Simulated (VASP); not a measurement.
Write the native input for VASP 6.6.1 that does the following.

```yaml
Task: single point
Functional: BLYP
Potentials_or_basis: VASP PAW PBE potentials, release 64 (Re)
Cutoff: 520 eV
k_mesh: 11 × 11 × 11
Occupations: fermi-dirac, width 0.1 eV
Spin: no spin polarisation
Dipole_correction: no
Further_INCAR_settings: ALGO = Normal; EDIFF = 1e-06; NBANDS = 14
```

The structure of Re lies in POSCAR:

```
Re
1.0
    0.0000000000      2.9725231829      2.9725231829
    2.9725231829      0.0000000000      2.9725231829
    2.9725231829      2.9725231829      0.0000000000
Re
2
Direct
    0.1250000000      0.1250000000      0.1250000000
    0.8750000000      0.8750000000      0.8750000000
```

This cell differs from its parent crystal: volume scaled by 1.12.

One way to write it, as run:

INCAR

```
AGGAC = 1.0 ; AGGAX = 1.0
ALDAC = 0.0 ; ALDAX = 1.0
ALGO = Normal ; EDIFF = 1E-6
ENCUT = 520 ; GGA = B5
ISIF = 2 ; ISMEAR = -1
LASPH = True ; LCHARG = False
LREAL = False ; LWAVE = False
NBANDS = 14 ; NELM = 100
PREC = Accurate ; SIGMA = 0.1
```

KPOINTS

```
k-points
0
Gamma
  11 11 11
```

Potentials or basis: VASP PAW PBE potentials, release 64 (Re).

Run with:

```bash
$ cat potpaw_PBE.64/Re/POTCAR > POTCAR
$ mpirun -np 1 vasp_std > vasp.out
```

Results of the run:

The pressure is -14.4 GPa. The band gap on the k mesh is zero (band 7 reaches 3.28 eV, above the bottom of band 8 at 2.37 eV).

Caveat: the PAW data sets were made with another functional, which shifts forces and pressure a little; spin-orbit coupling is left out, which moves the levels of the heavy elements.

It took 58 s on 1 thread of AMD EPYC 7R13 Processor (Zen 3) (shared host), peak memory 0.16 GiB.
